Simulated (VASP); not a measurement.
# Al2Cu (P4/mmm) in VASP: further runs, part 2 of 2

VASP 6.6.1. Earlier steps stand in the parts before.

**3. Single point, PBEsol (strain +0.000 along x and y, +0.015 along z)**

File INCAR:

```
SYSTEM = Al2Cu
  PREC = Accurate
  ENCUT = 520
  EDIFF = 1E-7
  ISMEAR = 0
  SIGMA = 0.15
  LREAL = .False.
  LASPH = .True.
  NELM = 60
  ALGO = Fast
  ISIF = 2
  LWAVE = .False.
  LCHARG = .False.
  GGA = PS
  NBANDS = 16
```

File KPOINTS:

```
Automatic mesh
0
Gamma
  12 12 16
  0 0 0
```

File POSCAR:

```
Al2Cu
1.0
    4.0841721965      0.0000000000      0.0000000000
    0.0000000000      4.0841721965      0.0000000000
    0.0000000000      0.0000000000      2.8890906726
Al Cu
2 1
Direct
    0.5000000000      0.0000000000      0.5000000000
    0.0000000000      0.5000000000      0.5000000000
    0.0000000000      0.0000000000      0.0000000000
```

Potentials or basis: VASP PAW PBE potentials, release 64 (Al, Cu).

On the command line:

```sh
$ cat potpaw_PBE.64/Al/POTCAR potpaw_PBE.64/Cu/POTCAR > POTCAR
$ mpirun -np 1 vasp_std > vasp.out
```

OUTCAR:

```text
SYSTEM = Al2Cu
   PREC = Accurate
   ENCUT = 520
   EDIFF = 1E-7
   ISMEAR = 0
   LREAL = .False.
   LASPH = .True.
   NELM = 60
   ISIF = 2
   GGA = PS

 ion  position               nearest neighbor table
   1  0.500  0.000  0.500-   3 2.50   3 2.50   3 2.50   3 2.50   2 2.89   2 2.89   2 2.89   2 2.89

   2  0.000  0.500  0.500-   3 2.50   3 2.50   3 2.50   3 2.50   1 2.89   1 2.89   1 2.89   1 2.89

   3  0.000  0.000  0.000-   1 2.50   2 2.50   1 2.50   2 2.50   2 2.50   2 2.50   1 2.50   1 2.50

  LATTYP: Found a simple tetragonal cell.
 ALAT       =     4.0841721965
 C/A-ratio  =     0.7073870869

  Lattice vectors:

 A1 = (   4.0841721965,   0.0000000000,   0.0000000000)
 A2 = (   0.0000000000,   4.0841721965,   0.0000000000)
 A3 = (   0.0000000000,   0.0000000000,   2.8890906726)

Analysis of symmetry for initial positions (statically):
=====================================================================
 Subroutine PRICEL returns:
 Original cell was already a primitive cell.

 Routine SETGRP: Setting up the symmetry group for a
 simple tetragonal supercell.

 Subroutine GETGRP returns: Found 16 space group operations
 (whereof 16 operations were pure point group operations)
 out of a pool of 16 trial point group operations.

The static configuration has the point symmetry D_4h.

Analysis of symmetry for dynamics (positions and initial velocities):
=====================================================================
 Subroutine PRICEL returns:
 Original cell was already a primitive cell.

 Routine SETGRP: Setting up the symmetry group for a
 simple tetragonal supercell.

 Subroutine GETGRP returns: Found 16 space group operations
 (whereof 16 operations were pure point group operations)
 out of a pool of 16 trial point group operations.

[... 112 lines left out ...]
   PSTRESS=    0.0 pullay stress
   NELECT =      17.0000    total number of electrons
   NUPDOWN=      -1.0000    fix difference up-down
   EMIN   =  10.00;   EMAX   =-10.00  energy-range for DOS
   EFERMI =   0.00;   METHOD = LEGACY
   ISMEAR =     0;   SIGMA  =   0.15  broadening in eV -4-tet -1-fermi 0-gaus
   EFERMI_NEDOS =   21; number of points for ismear=-14 and -15
   IALGO  =     68    algorithm
   IMIX   =      4    mixing-type and parameters
     AMIX     =   0.40;   BMIX     =  1.00
     AMIX_MAG =   1.60;   BMIX_MAG =  1.00
  volume/ion in A,a.u.               =      16.06       108.40
  Fermi-wavevector in a.u.,A,eV,Ry     =   1.156737  2.185916 18.205154  1.338041
  Thomas-Fermi vector in A             =   2.293355
   LORBIT       =      0    0 simple, 1 ext, 2 COOP (PROOUT), +10 PAW based schemes
   GGA     = PS    functional components
   LHFCALC =     F    Hartree Fock is set to
   AEXX    =    0.0000 exact exchange contribution
   IVDW    =     0    specifies the selected vdW correction
   LEPSILON=     F    determine dielectric tensor
   LRPA    =     F    only Hartree local field effects (RPA)
 non-spin polarized calculation
 RMM-DIIS sequential band-by-band and
 Gauss-broadening in eV      SIGMA  =   0.15
  energy-cutoff  :      520.00
  volume of cell :       48.19
 maximum number of plane-waves:      1320
   NGX = 15   NGY = 15   NGZ = 11

 number of electron      16.9999973 magnetization

 Free energy of the ion-electron system (eV)
  ---------------------------------------------------
  ext. energy  EPLUGINS =         0.00000000
  ---------------------------------------------------
  free energy    TOTEN  =       -12.56620575 eV

  energy without entropy =      -12.55612086  energy(sigma->0) =      -12.56116331

 E-fermi :   7.1192     XC(G=0): -10.5327

 val. band max:        7.1130401587   @ k =   0.5000   0.2500   0.3750
 cond. band min:       7.1255268203   @ k =   0.1667   0.1667   0.4375
 fundamental gap:      0.0124866617
 Fermi energy:         7.1192369366

 k-point     1 :       0.0000    0.0000    0.0000
  band No.  band energies     occupation
      1      -3.4250      2.00000
      2       1.7366      2.00000
      3       2.2294      2.00000
      4       2.8994      2.00000
      5       3.0782      2.00000
      6       3.0782      2.00000
[... 433 lines left out ...]
      3       1.5019      2.00000
      4       2.2818      2.00000
      5       2.8618      2.00000
      6       3.0524      2.00000
[... 8 lines left out ...]
     15      17.2432      0.00000
     16      18.4326      0.00000

 [... further k-points ...]
[... 5 lines left out ...]
  --------------------------------------------------------------------------------------
  -------------------------------------------------------------------------------------
  Total       -0.1627427     -0.1627427     -0.7830334      0.0000000      0.0000000      0.0000000
  in kB       -5.4105682     -5.4105682    -26.0328435      0.0000000      0.0000000      0.0000000
  external PRESSURE =     -12.2846599 kB  Pullay stress =       0.0000000 kB

 VOLUME and BASIS-vectors are now :
 -----------------------------------------------------------------------------
  energy-cutoff  :      520.00
  volume of cell :       48.19
      direct lattice vectors                 reciprocal lattice vectors
     4.084172196  0.000000000  0.000000000     0.244847659  0.000000000  0.000000000
     0.000000000  4.084172196  0.000000000     0.000000000  0.244847659  0.000000000
     0.000000000  0.000000000  2.889090673     0.000000000  0.000000000  0.346129670

 POSITION                                       TOTAL-FORCE (eV/Angst)
 -----------------------------------------------------------------------------------
      2.04209      0.00000      1.44455         0.000000      0.000000      0.000000
      0.00000      2.04209      1.44455         0.000000      0.000000      0.000000
      0.00000      0.00000      0.00000         0.000000      0.000000      0.000000
 -----------------------------------------------------------------------------------
    total drift:                                0.000000      0.000000      0.000000

  FREE ENERGIE OF THE ION-ELECTRON SYSTEM (eV)
  ---------------------------------------------------
  free  energy   TOTEN  =       -12.5662057521 eV

  energy  without entropy=      -12.5561208624  energy(sigma->0) =      -12.56116331
```

OSZICAR:

```text
N       E                     dE             d eps       ncg     rms          rms(c)
DAV:   1     0.607677613795E+02    0.60768E+02   -0.69114E+03  8096   0.111E+03
DAV:   2    -0.122868252338E+02   -0.73055E+02   -0.64702E+02  8608   0.200E+02
[... 10 lines left out ...]
RMM:  13    -0.125664758381E+02   -0.28128E-03   -0.14679E-03 10171   0.523E-01    0.121E-01
RMM:  14    -0.125661911649E+02    0.28467E-03   -0.62225E-04  9804   0.356E-01    0.289E-02
RMM:  15    -0.125662091857E+02   -0.18021E-04   -0.19007E-04 12305   0.921E-02    0.296E-02
RMM:  16    -0.125662100404E+02   -0.85462E-06   -0.28979E-05 11404   0.535E-02    0.395E-02
RMM:  17    -0.125662057711E+02    0.42692E-05   -0.10044E-05 10190   0.482E-02    0.185E-02
RMM:  18    -0.125662058202E+02   -0.49122E-07   -0.39665E-06 11564   0.161E-02    0.100E-02
RMM:  19    -0.125662057521E+02    0.68144E-07   -0.75097E-07  9216   0.682E-03
   1 F= -.12566206E+02 E0= -.12561163E+02  d E =-.100849E-01
```

stdout:

```text
POSCAR found type information on POSCAR AlCu
 POSCAR found :  2 types and       3 ions
 scaLAPACK will be used
 -----------------------------------------------------------------------------
|                                                                             |
|                                                                             |
|     You enforced a specific xc type in the INCAR file but a different       |
|     I HOPE YOU KNOW WHAT YOU ARE DOING!                                     |
|                                                                             |
 -----------------------------------------------------------------------------

 LDA part: xc-table for (Slater+PW92), standard interpolation
 POSCAR, INCAR and KPOINTS ok, starting setup
 FFT: planning ... GRIDC
 FFT: planning ... GRID_SOFT
 FFT: planning ... GRID
 WAVECAR not read
 entering main loop
```

Run time: 1.7 min. Hardware: 1 thread of Intel Xeon 6975P-C (Granite Rapids), shared host; peak memory 0.3 GiB.

Results:

| Property | Result |
| --- | --- |
| Free energy | -12.5662 eV |
| Pressure | -1.2 GPa |

Levels at points of the mesh, in eV from the Fermi level:
| k point | band 7 | band 8 | band 9 | band 10 | band 11 | band 12 |
| --- | --- | --- | --- | --- | --- | --- |
| (0.00, 0.00, 0.00) | -2.32 | -2.32 | 0.04 | 0.94 | 5.95 | 6.32 |
| (0.50, 0.00, 0.00) | -4.04 | -0.99 | 1.65 | 1.82 | 2.04 | 7.35 |
| (0.50, 0.50, 0.00) | -4.07 | -4.07 | -2.39 | 8.62 | 8.62 | 9.27 |
| (0.00, 0.00, 0.50) | -3.00 | 2.59 | 2.59 | 2.63 | 2.80 | 2.80 |
| (0.50, 0.00, 0.50) | -3.04 | -2.47 | -1.67 | 3.72 | 4.05 | 4.43 |
| (0.50, 0.50, 0.50) | -2.22 | -2.22 | -0.88 | -0.87 | -0.01 | -0.01 |

Caveat: the cell differs from its parent crystal (strain +0.000 along x and y, +0.015 along z); the PAW data sets were made with another functional, which shifts forces and pressure a little.
